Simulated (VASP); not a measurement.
Set up this calculation in VASP 6.6.1, as the native input.

```yaml
Task: relaxation of cell and atoms
Functional: PBEsol
Potentials_or_basis: VASP PAW PBE potentials, release 64 (Sn_d, Se)
Cutoff: 600 eV
k_mesh: 8 × 8 × 8
Occupations: fermi-dirac, width 0.05 eV
Spin: no spin polarisation
Target_pressure: 10 GPa
Dipole_correction: no
Further_INCAR_settings: ALGO = Normal; EDIFF = 1e-06; IBRION = 2; EDIFFG = -0.005; NSW = 80; ISIF = 3
```

The structure of SnSe lies in POSCAR:

```
SnSe
1.0
    0.0000000000      3.0100000000      3.0100000000
    3.0100000000      0.0000000000      3.0100000000
    3.0100000000      3.0100000000      0.0000000000
Sn Se
1 1
Direct
    0.0000000000      0.0000000000      0.0000000000
    0.5000000000      0.5000000000      0.5000000000
```

One way to write it, as run:

INCAR

```
PREC     = Accurate       # precision mode
ENCUT    = 600            # plane-wave cutoff, eV
EDIFF    = 1E-6           # SCF threshold, eV
ISMEAR   = -1             # smearing method
SIGMA    = 0.05           # smearing width, eV
LREAL    = F              # projectors in reciprocal space
LASPH    = T              # aspherical terms in the spheres
NELM     = 60             # most SCF steps
ALGO     = Normal         # electronic algorithm
ISIF     = 3              # what is computed and relaxed
LWAVE    = F              # write WAVECAR
LCHARG   = F              # write CHGCAR
GGA      = PS             # functional
IBRION   = 2              # ionic algorithm
NSW      = 80             # ionic steps
EDIFFG   = -0.005         # ionic threshold
PSTRESS  = 100.0
```

KPOINTS

```
regular mesh
0
Gamma
  8 8 8
```

Potentials or basis: VASP PAW PBE potentials, release 64 (Sn_d, Se).

The run is started by

```bash
$ cat potpaw_PBE.64/Sn_d/POTCAR potpaw_PBE.64/Se/POTCAR > POTCAR
$ mpirun -np 1 vasp_std > vasp.out
```

Results of the run:

```
Relaxed volume                                         : 23.03 Å³/atom
Relaxed cell                                           : a = 4.024 Å, b = 4.024 Å, c = 4.024 Å, α = 60.00°, β = 60.00°, γ = 60.00°
Space group after relaxing (to 0.05 Å)                 : Fm-3m (No. 225)
Energy change on relaxing (the enthalpy is what falls) : +84.3 meV/atom
Ionic steps                                            : 4
Pressure after relaxing                                : 10.0 GPa
Band gap on the k mesh                                 : 0.59 eV, indirect (least direct gap 0.72 eV)
```

Caveat: the cell is relaxed towards a set pressure, so the enthalpy falls and the energy may rise; the volume moved by over 15 % at a fixed basis, so the end points are rough; the PAW data sets were made with another functional, which shifts forces and pressure a little; spin-orbit coupling is left out, which moves the levels of the heavy elements.

It took 78 s on 1 thread of Intel Xeon 6975P-C (shared host), peak memory 0.23 GiB.
